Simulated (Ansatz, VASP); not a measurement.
# Hg in VASP and in Ansatz

```
CELL_PARAMETERS angstrom
3.23537 0.00000 0.00000
-1.61769 2.80192 0.00000
0.00000 0.00000 5.53825
ATOMIC_POSITIONS crystal
Hg 0.66667 0.33333 0.75000
Hg 0.33333 0.66667 0.25000
```

Alike in both runs: task single point; functional r2SCAN; k mesh 6 × 6 × 4; occupations fermi-dirac, width 0.02 eV; no spin polarisation.

|  | VASP | Ansatz |
| --- | --- | --- |
| version | VASP 6.6.1 | Ansatz 0.2.0 |
| potentials or method | VASP PAW PBE potentials, release 64 (Hg) | plane waves |
| plane-wave cutoff (eV) | 520 | 500 |
| valence electrons in the cell | 24 | 40 |

```csv
,VASP,Ansatz,Ansatz less VASP
pressure (GPa),1.8,1.4,-0.34
"traceless stress, the component that is largest in VASP (GPa)",1.15,1.22,+0.072
```

VASP's potentials were made for PBE, not for r2SCAN. VASP's potentials hold 24 valence electrons a cell and Ansatz's 40, so a difference there can come from the potentials and not from the codes.

The k mesh is coarse, so the values compare programs but aren't converged. Neither program's run includes spin-orbit coupling.
